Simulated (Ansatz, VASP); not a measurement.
One calculation of Si2F, two programs

Contents of POSCAR:

```
Si2F
1.0
    1.7350750000      3.0052350000      0.0000000000
   -1.7350750000      3.0052350000      0.0000000000
    0.0000000000      0.0000000000      3.7347750000
Si F
2 1
Direct
    0.3333000000      0.3334000000      0.5000000000
    0.6666000000      0.6667000000      0.5000000000
    0.0000000000      0.0000000000      0.0000000000
```

File INCAR.step1:

```
SYSTEM = Si2F
ALGO     = Normal         ! electronic algorithm
EDIFF    = 1E-4           ! SCF threshold, eV
ENCUT    = 600            ! plane-wave cutoff, eV
GGA      = PE             ! functional
ISMEAR   = -1             ! smearing method
LASPH    = .True.         ! aspherical terms in the spheres
LCHARG   = .False.        ! write CHGCAR
LREAL    = .False.        ! projectors in reciprocal space
LWAVE    = .True.         ! write WAVECAR
NELM     = 100            ! most SCF steps
PREC     = Accurate       ! precision mode
SIGMA    = 0.1            ! smearing width, eV
```

Contents of INCAR.step2:

```
SYSTEM = Si2F
ALGO     = Normal         ! electronic algorithm
EDIFF    = 1E-7           ! SCF threshold, eV
EDIFFG   = -0.01          ! ionic threshold
ENCUT    = 600            ! plane-wave cutoff, eV
IBRION   = 2              ! ionic algorithm
ISIF     = 3              ! what is computed and relaxed
ISMEAR   = -1             ! smearing method
ISTART   = 1            
LASPH    = .True.         ! aspherical terms in the spheres
LCHARG   = .False.        ! write CHGCAR
LMIXTAU  = .True.       
LREAL    = .False.        ! projectors in reciprocal space
LWAVE    = .False.        ! write WAVECAR
METAGGA  = R2SCAN         ! meta-GGA
NELM     = 100            ! most SCF steps
NSW      = 60             ! ionic steps
PREC     = Accurate       ! precision mode
SIGMA    = 0.1            ! smearing width, eV
```

Contents of KPOINTS:

```
k-points
0
Gamma
  6 6 5
  0 0 0
```

Input for Ansatz:

```yaml
crystal:
  lattice:
    - [1.735075, 3.005235, 0.0]
    - [-1.735075, 3.005235, 0.0]
    - [0.0, 0.0, 3.734775]
  atoms:
    - { symbol: Si, position: [0.3333, 0.3334, 0.5] }
    - { symbol: Si, position: [0.6666, 0.6667, 0.5] }
    - { symbol: F, position: [0.0, 0.0, 0.0] }
  symmetry: { tolerance: 0.0003 }
kpoints:
  mp_grid: { grid: [6, 6, 5], shift: [0, 0, 0] }
magnetization:
  spin_polarized: false
scf:
  occupations: { method: fermi_dirac }
hamiltonian:
  pseudopotentials: { kind: paw }
  xc: r2scan
basis:
  ecutwfc: 500
output:
  forces: true
  stress: true
  eigenvalues: true
relax:
  max_steps: 40
  cell: {}
```

Alike in both runs: task relaxation of cell and atoms; functional r2SCAN; k mesh 6 × 6 × 5; no spin polarisation.

|  | VASP | Ansatz |
| --- | --- | --- |
| version | VASP 6.6.1 | Ansatz 0.2.0 |
| potentials or method | VASP PAW PBE potentials, release 64 (Si, F), cutoff 600 eV | PAW plane waves |
| occupations | fermi-dirac, width 0.1 eV | fermi-dirac |
| valence electrons in the cell | 15 | 15 |

|  | VASP | Ansatz | Ansatz less VASP |
| --- | --- | --- | --- |
| gap on the k mesh at the Fermi level, each at its own relaxed structure (eV) | none | none | - |
| relaxed volume (Å³/atom) | 13.67 | 13.72 | +0.059 |
| relaxed length of the cell vector where the two differ most in proportion (Å) | 2.791 | 2.778 | -0.0126 |

VASP's potentials were made for PBE, not for r2SCAN. A gap of «none» marks a metal or a gap that the smearing closes. Ansatz's warnings: structure snapped to symmetry.
